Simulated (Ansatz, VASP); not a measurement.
Two plane-wave programs on InAg2

```xyz
3
Lattice="0.0000 3.2730 3.2730 3.2730 0.0000 3.2730 3.2730 3.2730 0.0000" Properties=species:S:1:pos:R:3 pbc="T T T"
In    0.0000    0.0000    0.0000
Ag    1.6365    1.6365    1.6365
Ag    4.9096    4.9096    4.9096
```

Alike in both runs: functional PBE; k mesh 6 × 6 × 6; occupations gaussian, width 0.1 eV; no spin polarisation.

Ansatz relaxed the structure, and its values are those at the end. VASP's run is a single point on that final structure, the one shown.

|  | VASP | Ansatz |
| --- | --- | --- |
| version | VASP 6.6.1 | Ansatz 0.2.0 |
| potentials or method | VASP PAW PBE potentials, release 64 (In_d, Ag), cutoff 520 eV | scalar-relativistic, plane waves, PAW |
| valence electrons in the cell | 35 | 51 |

|  | VASP | Ansatz | Ansatz less VASP |
| --- | --- | --- | --- |
| gap on the k mesh at the Fermi level (eV) | none | none | - |
| pressure (GPa) | -0.4 | -0.4 | 0.00 |

A gap of «none» marks a metal or a gap that the smearing closes. VASP's potentials hold 35 valence electrons a cell and Ansatz's 51, so a difference there can come from the potentials and not from the codes.
